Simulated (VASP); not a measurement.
# Zn3CdF4 (Pm-3m) in VASP: a series of runs, part 2 of 2

VASP 6.6.1. Earlier steps stand in the parts before.

## Step 3: Single point, PBE

This run uses another cell than the first one, of 15.16 Å³/atom.

Input file INCAR:

```
SYSTEM = Zn3CdF4
ALGO = Normal
EDIFF = 1E-6
ENCUT = 520
GGA = PE
ISIF = 2
ISMEAR = 0
LASPH = .True.
LCHARG = .False.
LREAL = .False.
LWAVE = .False.
NBANDS = 48
NELM = 100
PREC = Accurate
SIGMA = 0.1
```

Input file KPOINTS:

```
k-points
0
Gamma
  8 8 8
  0 0 0
```

Input file POSCAR:

```
Zn3CdF4
1.0
    4.9503517197      0.0000000000      0.0000000000
    0.0000000000      4.9503517197      0.0000000000
    0.0000000000      0.0000000000      4.9503517197
Zn Cd F
3 1 4
Direct
    0.5000000000      0.5000000000      0.0000000000
    0.5000000000      0.0000000000      0.5000000000
    0.0000000000      0.5000000000      0.5000000000
    0.0000000000      0.0000000000      0.0000000000
    0.5000000000      0.5000000000      0.5000000000
    0.0000000000      0.0000000000      0.5000000000
    0.0000000000      0.5000000000      0.0000000000
    0.5000000000      0.0000000000      0.0000000000
```

Potentials or basis: VASP PAW PBE potentials, release 64 (Zn, Cd, F).

Run with:

```sh
> cat potpaw_PBE.64/Zn/POTCAR potpaw_PBE.64/Cd/POTCAR potpaw_PBE.64/F/POTCAR > POTCAR
> mpirun -np 1 vasp_std > vasp.out
```

OUTCAR:

```text
SYSTEM = Zn3CdF4
   EDIFF = 1E-6
   ENCUT = 520
   GGA = PE
   ISIF = 2
   ISMEAR = 0
   LASPH = .True.
   LREAL = .False.
   NELM = 100
   PREC = Accurate

 ion  position               nearest neighbor table
   1  0.500  0.500  0.000-   5 2.48   7 2.48   8 2.48   5 2.48   8 2.48   7 2.48
   2  0.500  0.000  0.500-   5 2.48   6 2.48   8 2.48   8 2.48   5 2.48   6 2.48
   3  0.000  0.500  0.500-   5 2.48   6 2.48   7 2.48   7 2.48   6 2.48   5 2.48
   4  0.000  0.000  0.000-   6 2.48   7 2.48   8 2.48   6 2.48   7 2.48   8 2.48
   5  0.500  0.500  0.500-   1 2.48   2 2.48   3 2.48   1 2.48   2 2.48   3 2.48
   6  0.000  0.000  0.500-   2 2.48   3 2.48   4 2.48   4 2.48   3 2.48   2 2.48
   7  0.000  0.500  0.000-   1 2.48   3 2.48   4 2.48   3 2.48   4 2.48   1 2.48
   8  0.500  0.000  0.000-   1 2.48   2 2.48   4 2.48   2 2.48   1 2.48   4 2.48

  LATTYP: Found a simple cubic cell.
 ALAT       =     4.9503517197

  Lattice vectors:

 A1 = (   4.9503517197,   0.0000000000,   0.0000000000)
 A2 = (   0.0000000000,   4.9503517197,   0.0000000000)
 A3 = (   0.0000000000,   0.0000000000,   4.9503517197)

Analysis of symmetry for initial positions (statically):
=====================================================================
 Subroutine PRICEL returns:
 Original cell was already a primitive cell.

 Routine SETGRP: Setting up the symmetry group for a
 simple cubic supercell.

 Subroutine GETGRP returns: Found 48 space group operations
 (whereof 48 operations were pure point group operations)
 out of a pool of 48 trial point group operations.

The static configuration has the point symmetry O_h .

Analysis of symmetry for dynamics (positions and initial velocities):
=====================================================================
 Subroutine PRICEL returns:
 Original cell was already a primitive cell.

 Routine SETGRP: Setting up the symmetry group for a
 simple cubic supercell.

 Subroutine GETGRP returns: Found 48 space group operations
 (whereof 48 operations were pure point group operations)
 out of a pool of 48 trial point group operations.

The dynamic configuration has the point symmetry O_h .

 Subroutine INISYM returns: Found 48 space group operations
 (whereof 48 operations are pure point group operations),
 and found     1 'primitive' translations

----------------------------------------------------------------------------------------

                                     Primitive cell

  volume of cell :     121.3132

  direct lattice vectors                    reciprocal lattice vectors
     4.950351720  0.000000000  0.000000000     0.202005849  0.000000000  0.000000000
     0.000000000  4.950351720  0.000000000     0.000000000  0.202005849  0.000000000
     0.000000000  0.000000000  4.950351720     0.000000000  0.000000000  0.202005849

  length of vectors
     4.950351720  4.950351720  4.950351720     0.202005849  0.202005849  0.202005849

  position of ions in fractional coordinates (direct lattice)
     0.500000000  0.500000000  0.000000000
     0.500000000  0.000000000  0.500000000
     0.000000000  0.500000000  0.500000000
[... 36 lines left out ...]
     0.000000000  0.000000000  0.000000000

 Subroutine IBZKPT returns following result:
 ===========================================

 Found     35 irreducible k-points:

 Following reciprocal coordinates:
            Coordinates               Weight
  0.000000  0.000000  0.000000      1.000000
  0.125000  0.000000  0.000000      6.000000
  0.250000  0.000000  0.000000      6.000000
  0.375000  0.000000  0.000000      6.000000
  0.500000  0.000000  0.000000      3.000000
  0.125000  0.125000  0.000000     12.000000
[... 16 lines left out ...]
  0.375000  0.375000  0.125000     24.000000
  0.500000  0.375000  0.125000     24.000000
 [... further k-points ...]
   k-points           NKPTS =     35   k-points in BZ     NKDIM =     35   number of bands    NBANDS=     48
   number of dos      NEDOS =    301   number of ions     NIONS =      8
   total plane-waves  NPLWV =  64000
   dimension x,y,z NGX =    40 NGY =   40 NGZ =   40
   dimension x,y,z NGXF=    80 NGYF=   80 NGZF=   80
   ions per type =               3   1   4
   NGX,Y,Z   is equivalent  to a cutoff of  13.43, 13.43, 13.43 a.u.
   NGXF,Y,Z  is equivalent  to a cutoff of  26.87, 26.87, 26.87 a.u.
 SYSTEM =  Zn3CdF4
   PREC   = accura    normal or accurate (medium, high low for compatibility)
   ISTART =      0    job   : 0-new  1-cont  2-samecut
   ICHARG =      2    charge: 1-file 2-atom 10-const
   ISPIN  =      1    spin polarized calculation?
   LNONCOLLINEAR =      F non collinear calculations
   LSORBIT =      F    spin-orbit coupling
   LASPH  =      T    aspherical Exc in radial PAW
   ENCUT  =  520.0 eV  38.22 Ry    6.18 a.u.   9.20  9.20  9.20*2*pi/ulx,y,z
   NELM   =    100;   NELMIN=  2; NELMDL= -5     # of ELM steps
   EDIFF  = 0.1E-05   stopping-criterion for ELM
   LREAL  =      F    real-space projection
[... 7 lines left out ...]
   TEBEG  =    0.0;   TEEND  =   0.0 temperature during run
   PSTRESS=    0.0 pullay stress
   NELECT =      76.0000    total number of electrons
   NUPDOWN=      -1.0000    fix difference up-down
   EMIN   =  10.00;   EMAX   =-10.00  energy-range for DOS
   EFERMI =   0.00;   METHOD = LEGACY
   ISMEAR =     0;   SIGMA  =   0.10  broadening in eV -4-tet -1-fermi 0-gaus
   EFERMI_NEDOS =   21; number of points for ismear=-14 and -15
   IALGO  =     38    algorithm
   IMIX   =      4    mixing-type and parameters
     AMIX     =   0.40;   BMIX     =  1.00
     AMIX_MAG =   1.60;   BMIX_MAG =  1.00
  volume/ion in A,a.u.               =      15.16       102.33
  Fermi-wavevector in a.u.,A,eV,Ry     =   1.400802  2.647131 26.697967  1.962245
  Thomas-Fermi vector in A             =   2.523726
   LORBIT       =      0    0 simple, 1 ext, 2 COOP (PROOUT), +10 PAW based schemes
   GGA     = PE    functional components
   LHFCALC =     F    Hartree Fock is set to
   AEXX    =    0.0000 exact exchange contribution
   IVDW    =     0    specifies the selected vdW correction
   LEPSILON=     F    determine dielectric tensor
   LRPA    =     F    only Hartree local field effects (RPA)
 non-spin polarized calculation
 Gauss-broadening in eV      SIGMA  =   0.10
  energy-cutoff  :      520.00
  volume of cell :      121.31
 maximum number of plane-waves:      3294
 NGX is ok and might be reduce to    40
   NGX = 19   NGY = 19   NGZ = 19

 number of electron      76.0000013 magnetization

 Free energy of the ion-electron system (eV)
  ---------------------------------------------------
  ext. energy  EPLUGINS =         0.00000000
  ---------------------------------------------------
  free energy    TOTEN  =       -20.15347865 eV

  energy without entropy =      -20.13823211  energy(sigma->0) =      -20.14585538

 E-fermi :   2.2322     XC(G=0): -10.1447

 val. band max:        2.2287408982   @ k =   0.5000   0.3750   0.3750
 cond. band min:       2.2665549144   @ k =   0.2500   0.0000   0.0000
 fundamental gap:      0.0378140162
 Fermi energy:         2.2322197909

 k-point     1 :       0.0000    0.0000    0.0000
  band No.  band energies     occupation
      1     -22.3382      2.00000
      2     -22.1918      2.00000
      3     -22.1918      2.00000
      4     -21.6972      2.00000
      5      -6.9291      2.00000
      6      -6.9291      2.00000
[... 1213 lines left out ...]
     47       8.6793      0.00000
     48       8.8191      0.00000

 [... further k-points ...]

------------------------ aborting loop because EDIFF is reached ----------------------------------------

  FORCE on cell =-STRESS in cart. coord.  units (eV):
  Direction    XX          YY          ZZ          XY          YZ          ZX
  --------------------------------------------------------------------------------------
  -------------------------------------------------------------------------------------
  Total        0.0030480      0.0030480      0.0030480     -0.0000000     -0.0000000      0.0000000
  in kB        0.0402541      0.0402541      0.0402541     -0.0000000     -0.0000000      0.0000000
  external PRESSURE =       0.0402541 kB  Pullay stress =       0.0000000 kB

 VOLUME and BASIS-vectors are now :
 -----------------------------------------------------------------------------
  energy-cutoff  :      520.00
  volume of cell :      121.31
      direct lattice vectors                 reciprocal lattice vectors
     4.950351720  0.000000000  0.000000000     0.202005849  0.000000000  0.000000000
     0.000000000  4.950351720  0.000000000     0.000000000  0.202005849  0.000000000
     0.000000000  0.000000000  4.950351720     0.000000000  0.000000000  0.202005849

 POSITION                                       TOTAL-FORCE (eV/Angst)
 -----------------------------------------------------------------------------------
      2.47518      2.47518      0.00000         0.000000      0.000000      0.000000
      2.47518      0.00000      2.47518         0.000000      0.000000      0.000000
      0.00000      2.47518      2.47518         0.000000      0.000000      0.000000
      0.00000      0.00000      0.00000         0.000000      0.000000      0.000000
      2.47518      2.47518      2.47518         0.000000      0.000000      0.000000
      0.00000      0.00000      2.47518         0.000000      0.000000      0.000000
      0.00000      2.47518      0.00000         0.000000      0.000000      0.000000
      2.47518      0.00000      0.00000         0.000000      0.000000      0.000000
 -----------------------------------------------------------------------------------
    total drift:                                0.000000      0.000000     -0.000000

  FREE ENERGIE OF THE ION-ELECTRON SYSTEM (eV)
  ---------------------------------------------------
  free  energy   TOTEN  =       -20.1534786480 eV

  energy  without entropy=      -20.1382321111  energy(sigma->0) =      -20.14585538
```

Wall time 5 min (1 thread of Intel Xeon 8259CL, shared host); peak memory 0.35 GiB.

What came out:

```yaml
Free_energy: -20.1535 eV
Pressure: 0.0 GPa
Band_gap_on_the_k_mesh: zero (bands 38 and 39 overlap by 1.48 eV)
```

## Step 4: Relaxation of cell and atoms, PBE

This run uses another cell than the first one, of 15.23 Å³/atom.

Input file INCAR:

```
SYSTEM = Zn3CdF4
PREC     = Accurate       ! precision mode
ENCUT    = 600            ! plane-wave cutoff, eV
EDIFF    = 1E-7           ! SCF threshold, eV
ISMEAR   = 0              ! smearing method
SIGMA    = 0.1            ! smearing width, eV
LREAL    = .False.        ! projectors in reciprocal space
LASPH    = .True.         ! aspherical terms in the spheres
NELM     = 100            ! most SCF steps
ALGO     = Normal         ! electronic algorithm
ISIF     = 3              ! what is computed and relaxed
LWAVE    = .False.        ! write WAVECAR
LCHARG   = .False.        ! write CHGCAR
GGA      = PE             ! functional
IBRION   = 2              ! ionic algorithm
NSW      = 100            ! ionic steps
EDIFFG   = -0.01          ! ionic threshold
```

Input file KPOINTS:

```
Automatic mesh
0
Gamma
  8 8 8
  0 0 0
```

POSCAR: that of step 3 with these lines changed.

```diff
@@ -2,5 +2,5 @@
 1.0
-    4.9503517197      0.0000000000      0.0000000000
-    0.0000000000      4.9503517197      0.0000000000
-    0.0000000000      0.0000000000      4.9503517197
+    4.9578170127      0.0000000000      0.0000000000
+    0.0000000000      4.9578170127      0.0000000000
+    0.0000000000      0.0000000000      4.9578170127
 Zn Cd F
```

Run with:

```sh
> cat potpaw_PBE.64/Zn/POTCAR potpaw_PBE.64/Cd/POTCAR potpaw_PBE.64/F/POTCAR > POTCAR
> mpirun -np 1 vasp_std > vasp.out
```

Wall time 8.3 min (1 thread of Intel Xeon 8259CL, shared host); peak memory 0.39 GiB.

The run converged. Its results:

| Quantity | Value |
| --- | --- |
| Free energy | -20.1601 eV |
| Relaxed volume | 15.15 Å³/atom |
| Relaxed cell | a = 4.949 Å, b = 4.949 Å, c = 4.949 Å, α = 90.00°, β = 90.00°, γ = 90.00° |
| Space group after relaxing (to 0.1 Å) | Pm-3m (No. 221) |
| Energy gained by relaxing | 0.1 meV/atom |
| Ionic steps | 2 |
| Pressure after relaxing | -0.1 GPa |
| Band gap on the k mesh | zero (bands 38 and 39 overlap by 1.48 eV) |

Step by step:
```csv
step,energy change (eV),largest force (eV/Å),pressure (GPa),volume (Å³)
1,0.0000,0.0000,-0.37,121.86
2,-0.0008,0.0000,-0.05,121.24
```

Final structure:
```xyz
8
Lattice="4.9493 0.0000 0.0000 0.0000 4.9493 0.0000 0.0000 0.0000 4.9493" Properties=species:S:1:pos:R:3 pbc="T T T"
Zn    2.4747    2.4747    0.0000
Zn    2.4747    0.0000    2.4747
Zn    0.0000    2.4747    2.4747
Cd    0.0000    0.0000    0.0000
F     2.4747    2.4747    2.4747
F     0.0000    0.0000    2.4747
F     0.0000    2.4747    0.0000
F     2.4747    0.0000    0.0000
```

Levels at points of the mesh, in eV from the Fermi level:
| k point | band 36 | band 37 | band 38 | band 39 | band 40 | band 41 |
| --- | --- | --- | --- | --- | --- | --- |
| (0.00, 0.00, 0.00) | -5.50 | -4.57 | -0.44 | -0.44 | 0.20 | 3.54 |
| (0.50, 0.00, 0.00) | -5.54 | -1.83 | -1.66 | 0.61 | 1.10 | 4.33 |
| (0.50, 0.50, 0.00) | -4.91 | -0.22 | -0.21 | -0.21 | 0.09 | 4.08 |
| (0.50, 0.50, 0.50) | -4.81 | 1.04 | 1.04 | 1.04 | 1.07 | 1.07 |

## Step 5: The runs side by side

```csv
task,cell,k mesh,cutoff (eV),gap on the mesh (eV),pressure (GPa)
single point,"a = 4.541 Å, 8 atoms",4 × 4 × 4,520,none,29.0
single point,"a = 4.950 Å, 8 atoms",8 × 8 × 8,520,none,0.0
relaxation of cell and atoms,"relaxed from a = 4.958 Å, 8 atoms",8 × 8 × 8,600,none,-0.1
```

Alike in all rows: level PBE; potentials or basis VASP PAW PBE potentials, release 64 (Zn, Cd, F); no spin polarisation; smearing gaussian 0.1 eV.

Caveats: the cell stands under pressure (at least some runs).

Absolute energies hang on the potentials; compare differences alone.
